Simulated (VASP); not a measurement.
Write the native input for VASP 6.6.1 that does the following.

```
Task                               : single point
Functional                         : r2SCANh
Potentials or basis                : VASP PAW PBE potentials, release 64 (K_sv, Cl)
Cutoff                             : 520 eV
k mesh                             : 6 × 6 × 6
Occupations                        : gaussian, width 0.01 eV
Spin                               : no spin polarisation
Dipole correction                  : no
Grid for exact exchange (PRECFOCK) : Normal
Further INCAR settings             : ALGO = Normal; EDIFF = 1e-07; NBANDS = 15
Share of exact exchange            : 0.1
```

KCl:

```
K Cl
1.0
     0.00000    3.14488    3.14488
     3.14488    0.00000    3.14488
     3.14488    3.14488    0.00000
K Cl
1 1
Direct
  0.00000 0.00000 0.00000
  0.50000 0.50000 0.50000
```

These files were run (other wordings do the same):

POSCAR

```
KCl
1.0
    0.0000000000      3.1448753854      3.1448753854
    3.1448753854      0.0000000000      3.1448753854
    3.1448753854      3.1448753854      0.0000000000
K Cl
1 1
Direct
    0.0000000000      0.0000000000      0.0000000000
    0.5000000000      0.5000000000      0.5000000000
```

INCAR.step1

```
SYSTEM = KCl
PREC = Accurate
ENCUT = 520
EDIFF = 1E-5
ISMEAR = 0
SIGMA = 0.01
LREAL = .FALSE.
LASPH = .TRUE.
NELM = 60
ALGO = Normal
ISIF = 2
LWAVE = .TRUE.
NBANDS = 15
GGA = PE
```

INCAR.step2

```
SYSTEM = KCl
PREC = Accurate
ENCUT = 520
EDIFF = 1E-7
ISMEAR = 0
SIGMA = 0.01
LREAL = .FALSE.
LASPH = .TRUE.
NELM = 60
ALGO = Normal
ISIF = 2
LWAVE = .FALSE.
LCHARG = .TRUE.
METAGGA = R2SCAN
LHFCALC = .TRUE.
AEXX = 0.1
LMIXTAU = .TRUE.
PRECFOCK = Normal
LELF = .TRUE.
LVHAR = .TRUE.
NBANDS = 15
ISTART = 1
```

KPOINTS

```
regular mesh
0
G
  6 6 6
  0 0 0
```

Potentials or basis: VASP PAW PBE potentials, release 64 (K_sv, Cl).

Command:

```console
$ cat potpaw_PBE.64/K_sv/POTCAR potpaw_PBE.64/Cl/POTCAR > POTCAR
$ cp INCAR.step1 INCAR
$ mpirun -np 1 vasp_std > vasp.out
$ cp INCAR.step2 INCAR
$ mpirun -np 1 vasp_std > vasp.out
```

Results of the run:

| Quantity | Value |
| --- | --- |
| Pressure | 0.0 GPa |
| Band gap on the k mesh | 6.53 eV |

Caveat: the PAW data sets were made with another functional, which shifts forces and pressure a little.

Run time: 51 min on 1 thread of AMD EPYC 7R13 Processor (Zen 3) (shared host), peak memory 0.23 GiB.
